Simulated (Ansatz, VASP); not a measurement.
# One calculation of AlN, two programs

```xyz
2
Lattice="-0.0390 1.9307 1.9307 1.9307 -0.0390 1.9307 1.9307 1.9307 -0.0390" Properties=species:S:1:pos:R:3 pbc="T T T"
Al    1.9112    1.9112    1.9112
N     0.0000    0.0000    0.0000
```

Alike in both runs: task single point; functional PBE; k mesh 10 × 10 × 10; occupations gaussian, width 0.05 eV; no spin polarisation.

|  | VASP | Ansatz |
| --- | --- | --- |
| version | VASP 6.6.1 | Ansatz 0.2.0 |
| potentials or method | VASP PAW PBE potentials, release 64 (Al, N), cutoff 520 eV | scalar-relativistic, plane waves, PAW |
| valence electrons in the cell | 8 | 8 |

Ansatz gave:

- gap on the k mesh at the Fermi level (eV): 4.64
- least direct gap on the mesh (eV): 6.96

What did VASP give for the same quantities?

gap on the k mesh at the Fermi level (eV): 4.65; least direct gap on the mesh (eV): 6.98.

The functional is the same, so the differences come from potentials, cutoffs and numerics.
